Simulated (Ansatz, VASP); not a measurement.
# Two plane-wave programs on Ta4C3

POSCAR

```
Ta4C3
1.0
    4.4247933841      0.0000000000      0.0553099173
    0.0000000000      4.4247933841      0.0000000000
    0.0553099173      0.0000000000      4.4247933841
Ta C
4 3
Direct
    0.0000000000      0.5000000000      0.5000000000
    0.5000000000      0.0000000000      0.5000000000
    0.5000000000      0.5000000000      0.0000000000
    0.0000000000      0.0000000000      0.0000000000
    0.5000000000      0.0000000000      0.0000000000
    0.0000000000      0.5000000000      0.0000000000
    0.0000000000      0.0000000000      0.5000000000
```

Contents of INCAR.step1:

```
PREC = Accurate
ENCUT = 520
ISMEAR = 0
SIGMA = 0.15
LREAL = False
LASPH = True
NELM = 60
NBANDS = 37
GGA = PE
ALGO = Normal
EDIFF = 1E-4
LWAVE = True
LCHARG = False
```

The input INCAR.step2:

```
PREC = Accurate
ENCUT = 520
EDIFF = 1E-7
ISMEAR = 0
SIGMA = 0.15
LREAL = False
LASPH = True
NELM = 60
ALGO = Normal
ISIF = 2
LWAVE = False
LCHARG = True
METAGGA = R2SCAN
LMIXTAU = True
LELF = True
LVHAR = True
NBANDS = 37
ISTART = 1
```

File KPOINTS:

```
Automatic mesh
0
Gamma
  10 10 10
```

Input for Ansatz:

```yaml
crystal:
  lattice:
    - [4.4247933841, 0.0, 0.0553099173]
    - [0.0, 4.4247933841, 0.0]
    - [0.0553099173, 0.0, 4.4247933841]
  atoms:
    - { symbol: Ta, position: [0.0, 0.5, 0.5] }
    - { symbol: Ta, position: [0.5, 0.0, 0.5] }
    - { symbol: Ta, position: [0.5, 0.5, 0.0] }
    - { symbol: Ta, position: [0.0, 0.0, 0.0] }
    - { symbol: C, position: [0.5, 0.0, 0.0] }
    - { symbol: C, position: [0.0, 0.5, 0.0] }
    - { symbol: C, position: [0.0, 0.0, 0.5] }
basis:
  ecutwfc: 500
kpoints:
  mp_grid: { grid: [10, 10, 10] }
hamiltonian:
  xc: r2scan
scf:
  occupations: { method: gaussian, width: 0.15 }
output:
  forces: true
  stress: true
  eigenvalues: true
```

Change from the starting cell: strain +0.0250 x Voigt [0, 0, 0, 0, 1, 0], atoms carried along.

Alike in both runs: task single point; functional r2SCAN; k mesh 10 × 10 × 10; occupations gaussian, width 0.15 eV; no spin polarisation.

|  | VASP | Ansatz |
| --- | --- | --- |
| version | VASP 6.6.1 | Ansatz 0.2.0 |
| potentials or method | VASP PAW PBE potentials, release 64 (Ta_pv, C), cutoff 520 eV | scalar-relativistic, plane waves, PAW |
| valence electrons in the cell | 56 | 64 |

```csv
,VASP,Ansatz,Ansatz less VASP
gap on the k mesh at the Fermi level (eV),none,none,-
pressure (GPa),1.2,0.1,-1.07
"traceless stress, the component that is largest in VASP (GPa)",-3.08,-3.09,-0.007
```

VASP's potentials were made for PBE, not for r2SCAN. A gap of «none» marks a metal or a gap that the smearing closes. VASP's potentials hold 56 valence electrons a cell and Ansatz's 64, so a difference there can come from the potentials and not from the codes.

Neither program's run includes spin-orbit coupling.
